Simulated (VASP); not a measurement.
# W (Im-3m) in VASP: settings compared, part 2 of 2

VASP 6.6.1. The steps go on from the part before.

**3. Single point, PBE**

INCAR reads:

```
ALGO     = Normal         # electronic algorithm
EDIFF    = 1E-6           # SCF threshold, eV
ENCUT    = 500            # plane-wave cutoff, eV
GGA      = PE             # functional
GGA_COMPAT= False        
ISIF     = 2              # what is computed and relaxed
ISMEAR   = 0              # smearing method
LASPH    = True           # aspherical terms in the spheres
LCHARG   = True           # write CHGCAR
LELF     = True           # ELF
LREAL    = False          # projectors in reciprocal space
LVHAR    = True         
LWAVE    = False          # write WAVECAR
NBANDS   = 13             # bands
NELM     = 120            # most SCF steps
PREC     = Accurate       # precision mode
SIGMA    = 0.62           # smearing width, eV
```

KPOINTS reads:

```
k-points
0
Gamma
  6 6 6
```

POSCAR reads:

```
W
1.0
   -1.5851577801      1.5851577801      1.5851577801
    1.5851577801     -1.5851577801      1.5851577801
    1.5851577801      1.5851577801     -1.5851577801
W
1
Direct
    0.1577130070      0.1577130070      0.0000000000
```

Potentials or basis: VASP PAW PBE potentials, release 64 (W_sv).

Command:

```console
cat potpaw_PBE.64/W_sv/POTCAR > POTCAR
mpirun -np 1 vasp_std > vasp.out
```

OUTCAR:

```text
EDIFF = 1E-6
   ENCUT = 500
   GGA = PE
   ISIF = 2
   ISMEAR = 0
   LASPH = True
   LREAL = False
   NELM = 120
   PREC = Accurate

 ion  position               nearest neighbor table
   1  0.158  0.158  0.000-

  LATTYP: Found a body centered cubic cell.
 ALAT       =     3.1703155602

  Lattice vectors:

 A1 = (  -1.5851577801,   1.5851577801,   1.5851577801)
 A2 = (   1.5851577801,  -1.5851577801,   1.5851577801)
 A3 = (   1.5851577801,   1.5851577801,  -1.5851577801)

Analysis of symmetry for initial positions (statically):
=====================================================================
 Subroutine PRICEL returns:
 Original cell was already a primitive cell.

 Routine SETGRP: Setting up the symmetry group for a
 body centered cubic supercell.

 Subroutine GETGRP returns: Found 48 space group operations
 (whereof  8 operations were pure point group operations)
 out of a pool of 48 trial point group operations.

The static configuration has the point symmetry C_4v.
 The point group associated with its full space group is O_h .

Analysis of symmetry for dynamics (positions and initial velocities):
=====================================================================
 Subroutine PRICEL returns:
 Original cell was already a primitive cell.

 Routine SETGRP: Setting up the symmetry group for a
 body centered cubic supercell.

 Subroutine GETGRP returns: Found 48 space group operations
 (whereof  8 operations were pure point group operations)
 out of a pool of 48 trial point group operations.

The dynamic configuration has the point symmetry C_4v.
 The point group associated with its full space group is O_h .

 Subroutine INISYM returns: Found 48 space group operations
 (whereof  8 operations are pure point group operations),
 and found     1 'primitive' translations

----------------------------------------------------------------------------------------

                                     Primitive cell

  volume of cell :      15.9323

  direct lattice vectors                    reciprocal lattice vectors
    -1.585157780  1.585157780  1.585157780     0.000000000  0.315426014  0.315426014
     1.585157780 -1.585157780  1.585157780     0.315426014  0.000000000  0.315426014
     1.585157780  1.585157780 -1.585157780     0.315426014  0.315426014  0.000000000

  length of vectors
     2.745573813  2.745573813  2.745573813     0.446079747  0.446079747  0.446079747

  position of ions in fractional coordinates (direct lattice)
     0.157713007  0.157713007  0.000000000

  ion indices of the primitive-cell ions
   primitive index   ion index
                 1           1

----------------------------------------------------------------------------------------

 KPOINTS: k-points

Automatic generation of k-mesh.
 Grid dimensions read from file:
 generate k-points for:    6    6    6

 Generating k-lattice:

  Cartesian coordinates                     Fractional coordinates (reciprocal lattice)
     0.000000000  0.052571002  0.052571002     0.166666667  0.000000000  0.000000000
     0.052571002  0.000000000  0.052571002     0.000000000  0.166666667  0.000000000
     0.052571002  0.052571002  0.000000000     0.000000000  0.000000000  0.166666667

  Length of vectors
     0.074346624  0.074346624  0.074346624

  Shift w.r.t. Gamma in fractional coordinates (k-lattice)
     0.000000000  0.000000000  0.000000000

 Subroutine IBZKPT returns following result:
 ===========================================

 Found     16 irreducible k-points:

 Following reciprocal coordinates:
            Coordinates               Weight
  0.000000  0.000000  0.000000      1.000000
  0.166667  0.000000  0.000000     12.000000
  0.333333  0.000000  0.000000     12.000000
  0.500000  0.000000  0.000000      6.000000
  0.166667  0.166667  0.000000     24.000000
  0.333333  0.166667  0.000000     48.000000
[... 8 lines left out ...]
  0.500000  0.500000  0.333333     12.000000
  0.500000  0.500000  0.500000      1.000000
   k-points           NKPTS =     16   k-points in BZ     NKDIM =     16   number of bands    NBANDS=     13
   number of dos      NEDOS =    301   number of ions     NIONS =      1
   total plane-waves  NPLWV =   8000
   dimension x,y,z NGX =    20 NGY =   20 NGZ =   20
   dimension x,y,z NGXF=    40 NGYF=   40 NGZF=   40
   ions per type =               1
   NGX,Y,Z   is equivalent  to a cutoff of  12.11, 12.11, 12.11 a.u.
   NGXF,Y,Z  is equivalent  to a cutoff of  24.22, 24.22, 24.22 a.u.
 SYSTEM =  unknown system
   PREC   = accura    normal or accurate (medium, high low for compatibility)
   ISTART =      0    job   : 0-new  1-cont  2-samecut
   ICHARG =      2    charge: 1-file 2-atom 10-const
   ISPIN  =      1    spin polarized calculation?
   LNONCOLLINEAR =      F non collinear calculations
   LSORBIT =      F    spin-orbit coupling
   LASPH  =      T    aspherical Exc in radial PAW
   ENCUT  =  500.0 eV  36.75 Ry    6.06 a.u.   5.01  5.01  5.01*2*pi/ulx,y,z
   NELM   =    120;   NELMIN=  2; NELMDL= -5     # of ELM steps
   EDIFF  = 0.1E-05   stopping-criterion for ELM
   LREAL  =      F    real-space projection
   EDIFFG = 0.1E-04   stopping-criterion for IOM
   NSW    =      0    number of steps for IOM
   IBRION =     -1    ionic relax: 0-MD 1-quasi-New 2-CG
   NFREE  =      0    steps in history (QN), initial steepest desc. (CG)
   ISIF   =      2    stress and relaxation
   ISYM   =      2    0-nonsym 1-usesym 2-fastsym
   POTIM  = 0.5000    time-step for ionic-motion
   TEBEG  =    0.0;   TEEND  =   0.0 temperature during run
   PSTRESS=    0.0 pullay stress
   NELECT =      14.0000    total number of electrons
   NUPDOWN=      -1.0000    fix difference up-down
   EMIN   =  10.00;   EMAX   =-10.00  energy-range for DOS
   EFERMI =   0.00;   METHOD = LEGACY
   ISMEAR =     0;   SIGMA  =   0.62  broadening in eV -4-tet -1-fermi 0-gaus
   EFERMI_NEDOS =   21; number of points for ismear=-14 and -15
   IALGO  =     38    algorithm
   IMIX   =      4    mixing-type and parameters
     AMIX     =   0.40;   BMIX     =  1.00
     AMIX_MAG =   1.60;   BMIX_MAG =  1.00
  volume/ion in A,a.u.               =      15.93       107.52
  Fermi-wavevector in a.u.,A,eV,Ry     =   1.568044  2.963174 33.453504  2.458763
  Thomas-Fermi vector in A             =   2.670134
   LORBIT       =      0    0 simple, 1 ext, 2 COOP (PROOUT), +10 PAW based schemes
   GGA     = PE    functional components
   LHFCALC =     F    Hartree Fock is set to
   AEXX    =    0.0000 exact exchange contribution
   IVDW    =     0    specifies the selected vdW correction
   LEPSILON=     F    determine dielectric tensor
   LRPA    =     F    only Hartree local field effects (RPA)
 non-spin polarized calculation
 Gauss-broadening in eV      SIGMA  =   0.62
  energy-cutoff  :      500.00
  volume of cell :       15.93
 maximum number of plane-waves:       418
   NGX =  9   NGY =  9   NGZ =  9

 number of electron      14.0000001 magnetization

 Free energy of the ion-electron system (eV)
  ---------------------------------------------------
  ext. energy  EPLUGINS =         0.00000000
  ---------------------------------------------------
  free energy    TOTEN  =       -13.04931172 eV

  energy without entropy =      -12.96533339  energy(sigma->0) =      -13.00732255

 E-fermi :  11.4110     XC(G=0): -13.6081

 val. band max:       11.3573618801   @ k =  -0.1667   0.1667   0.1667
 cond. band min:      11.4241052658   @ k =   0.1667   0.0000   0.0000
 fundamental gap:      0.0667433857
 Fermi energy:        11.4110409900

 k-point     1 :       0.0000    0.0000    0.0000
  band No.  band energies     occupation
      1     -62.7916      2.00000
      2     -26.3638      2.00000
      3     -26.3638      2.00000
      4     -26.3638      2.00000
      5       1.7595      2.00000
      6      10.1608      1.99565
      7      10.1608      1.99565
      8      10.1608      1.99565
      9      13.6316      0.00000
     10      13.6316      0.00000
     11      25.8738      0.00000
     12      25.8738      0.00000
     13      25.8738      0.00000
[... 225 lines left out ...]
 k-point    16 :       0.5000    0.5000    0.5000
  band No.  band energies     occupation
      1     -62.5625      2.00000
      2     -27.2525      2.00000
      3     -27.2525      2.00000
      4     -27.2525      2.00000
      5       5.5802      2.00000
      6       5.5802      2.00000
      7      16.5165      0.00000
      8      16.5165      0.00000
      9      16.5165      0.00000
     10      19.5769      0.00000
     11      19.5769      0.00000
     12      19.5769      0.00000
     13      27.4659      0.00000

------------------------ aborting loop because EDIFF is reached ----------------------------------------

  FORCE on cell =-STRESS in cart. coord.  units (eV):
  Direction    XX          YY          ZZ          XY          YZ          ZX
  --------------------------------------------------------------------------------------
  -------------------------------------------------------------------------------------
  Total        0.3042514      0.3042514      0.3042514      0.0000000     -0.0000000      0.0000000
  in kB       30.5960684     30.5960684     30.5960684      0.0000000     -0.0000000      0.0000000
  external PRESSURE =      30.5960684 kB  Pullay stress =       0.0000000 kB

 VOLUME and BASIS-vectors are now :
 -----------------------------------------------------------------------------
  energy-cutoff  :      500.00
  volume of cell :       15.93
      direct lattice vectors                 reciprocal lattice vectors
    -1.585157780  1.585157780  1.585157780     0.000000000  0.315426014  0.315426014
     1.585157780 -1.585157780  1.585157780     0.315426014  0.000000000  0.315426014
     1.585157780  1.585157780 -1.585157780     0.315426014  0.315426014  0.000000000

 POSITION                                       TOTAL-FORCE (eV/Angst)
 -----------------------------------------------------------------------------------
      0.00000      0.00000      0.50000        -0.000000     -0.000000     -0.000000
 -----------------------------------------------------------------------------------
    total drift:                               -0.000000     -0.000000      0.000018

  FREE ENERGIE OF THE ION-ELECTRON SYSTEM (eV)
  ---------------------------------------------------
  free  energy   TOTEN  =       -13.0493117172 eV

  energy  without entropy=      -12.9653333915  energy(sigma->0) =      -13.00732255
```

Wall time 6 s (1 thread of Intel Xeon 8259CL, shared host); peak memory 0.12 GiB.

What came out:

```yaml
Free_energy: -13.0493 eV
Pressure: 3.1 GPa
Band_gap_on_the_k_mesh: zero (band 7 reaches 16.52 eV, above the bottom of band 8 at 10.16 eV)
```

Levels at points of the mesh, in eV from the Fermi level:
```
           k point  band 5  band 6  band 7  band 8  band 9  band 10
(0.00, 0.00, 0.00)   -9.65   -1.25   -1.25   -1.25    2.22     2.22
(0.50, 0.00, 0.00)   -6.28   -3.58    0.62    2.11    3.09     6.08
(0.50, 0.50, 0.50)   -5.83   -5.83    5.11    5.11    5.11     8.17
```

Caveat: the k points lie up to 0.47 Å⁻¹ apart; spin-orbit coupling is left out, which moves the levels of the heavy elements.

**4. Single point, PBE**

INCAR reads:

```
  PREC = Accurate
  ENCUT = 500
  EDIFF = 1E-6
  ISMEAR = -4
  SIGMA = 0.1
  LREAL = F
  LASPH = T
  NELM = 120
  ALGO = Normal
  ISIF = 2
  LWAVE = F
  LCHARG = F
  GGA = PE
  NBANDS = 13
  GGA_COMPAT = F
```

KPOINTS reads:

```
Automatic mesh
0
Gamma
  6 6 6
```

Changes to POSCAR since step 3:

```diff
@@ -8,2 +8,2 @@
 Direct
-    0.1577130070      0.1577130070      0.0000000000
+    0.0000000000      0.0000000000      0.0000000000
```

Command:

```console
cat potpaw_PBE.64/W_sv/POTCAR > POTCAR
mpirun -np 1 vasp_std > vasp.out
```

Run time: 5.8 s. Hardware: 1 thread of Intel Xeon 8259CL, shared host; peak memory 0.12 GiB.

Results (log left out):

```
Free energy            : -12.8113 eV
Pressure               : 6.9 GPa
Band gap on the k mesh : zero (band 7 reaches 16.49 eV, above the bottom of band 8 at 10.14 eV)
```

Levels at points of the mesh, in eV from the Fermi level:
```csv
k point,band 3,band 4,band 5,band 6,band 7,band 8,band 9,band 10,band 11,band 12
"(0.00, 0.00, 0.00)",-37.93,-37.93,-9.77,-1.39,-1.39,-1.39,2.08,2.08,14.35,14.35
"(0.50, 0.00, 0.00)",-38.34,-37.94,-6.41,-3.71,0.50,1.97,2.95,5.94,10.83,11.32
"(0.50, 0.50, 0.50)",-38.82,-38.82,-5.96,-5.96,4.96,4.96,4.96,8.04,8.04,8.04
```

Caveat: the k points lie up to 0.47 Å⁻¹ apart; spin-orbit coupling is left out, which moves the levels of the heavy elements.

**5. Single point, LDA**

Changes to INCAR since step 4:

```diff
@@ -3,3 +3,3 @@
   EDIFF = 1E-6
-  ISMEAR = -4
+  ISMEAR = 0
   SIGMA = 0.1
@@ -12,3 +12,2 @@
   LCHARG = F
-  GGA = PE
   NBANDS = 13
```

KPOINTS reads:

```
regular mesh
0
Gamma
  6 6 6
```

POSCAR is that of step 4.

Potentials or basis: VASP PAW LDA potentials, release 64 (W_sv).

Command:

```console
cat potpaw_LDA.64/W_sv/POTCAR > POTCAR
mpirun -np 1 vasp_std > vasp.out
```

Wall time 3.4 s (1 thread of Intel Xeon 8259CL, shared host); peak memory 0.12 GiB.

It converged, with:

| Item | Value |
| --- | --- |
| Free energy | -14.1489 eV |
| Pressure | -10.4 GPa |
| Band gap on the k mesh | zero (band 7 reaches 16.38 eV, above the bottom of band 8 at 10.01 eV) |

Levels at points of the mesh, in eV from the Fermi level:
| k point | band 5 | band 6 | band 7 | band 8 | band 9 | band 10 |
| --- | --- | --- | --- | --- | --- | --- |
| (0.00, 0.00, 0.00) | -9.69 | -1.40 | -1.40 | -1.40 | 2.02 | 2.02 |
| (0.50, 0.00, 0.00) | -6.39 | -3.72 | 0.64 | 1.92 | 2.88 | 5.95 |
| (0.50, 0.50, 0.50) | -5.98 | -5.98 | 4.96 | 4.96 | 4.96 | 8.14 |

Caveat: the k points lie up to 0.47 Å⁻¹ apart; spin-orbit coupling is left out, which moves the levels of the heavy elements.

**6. Overview**

```csv
level,potentials or basis,k mesh,smearing,gap on the mesh (eV),pressure (GPa)
PBEsol,"VASP PAW PBE potentials, release 64 (W_sv)",4 × 4 × 4,gaussian 0.1 eV,none,-5.2
PBE,"VASP PAW PBE potentials, release 64 (W_sv)",6 × 6 × 6,gaussian 0.62 eV,none,3.1
PBE,"VASP PAW PBE potentials, release 64 (W_sv)",6 × 6 × 6,tetrahedron,none,6.9
LDA,"VASP PAW LDA potentials, release 64 (W_sv)",6 × 6 × 6,gaussian 0.1 eV,none,-10.4
```

Alike in all rows: task single point; no spin polarisation; cell as given; cutoff (eV) 500.

Caveats: all runs use coarse meshes; spin-orbit coupling is left out, which moves the levels of the heavy elements; the PAW data sets were made with another functional, which shifts forces and pressure a little (some runs).

Absolute energies hang on the potentials; compare differences alone.
